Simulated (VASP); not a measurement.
# Ru: single point with PBEsol

Ru:

```xyz
2
Lattice="2.5767 0.0000 0.0000 -1.2884 2.2315 0.0000 0.0000 0.0000 4.2524" Properties=species:S:1:pos:R:3 pbc="T T T"
Ru    0.0000    1.4877    1.0631
Ru    1.2884    0.7438    3.1893
```

```
Program                : VASP 6.6.1
Task                   : single point
Functional             : PBEsol
Potentials or basis    : VASP PAW PBE potentials, release 64 (Ru_pv)
Cutoff                 : 520 eV
k mesh                 : 18 × 18 × 10
Occupations            : gaussian, width 0.15 eV
Spin                   : no spin polarisation
Dipole correction      : no
Further INCAR settings : ALGO = Fast; EDIFF = 1e-06; NBANDS = 21
```

```
Pressure               : 36.8 GPa
Band gap on the k mesh : zero (band 14 reaches 16.74 eV, above the bottom of band 15 at 13.08 eV)
```

Stress tensor (GPa, compression positive):
```
45.60  0.00  0.00
 0.00 45.60  0.00
 0.00  0.00 19.12
```

Levels at points of the mesh, in eV from the Fermi level:
| k point | band 12 | band 13 | band 14 | band 15 | band 16 | band 17 |
| --- | --- | --- | --- | --- | --- | --- |
| (0.00, 0.00, 0.00) | -2.31 | -2.31 | -1.25 | -1.25 | 0.87 | 1.41 |
| (0.50, 0.00, 0.00) | -1.98 | -1.83 | 2.03 | 2.10 | 2.42 | 4.79 |
| (0.00, 0.00, 0.50) | -3.10 | -3.10 | -3.10 | 0.66 | 0.66 | 0.66 |
| (0.50, 0.00, 0.50) | -1.07 | 0.53 | 0.53 | 2.26 | 2.26 | 3.86 |

Wall time 87 s on 1 thread of AMD EPYC 7R43 64-Core Processor (Zen 3), with other jobs on the host, peak memory 0.17 GiB.

Caveat: the PAW data sets were made with another functional, which shifts forces and pressure a little.
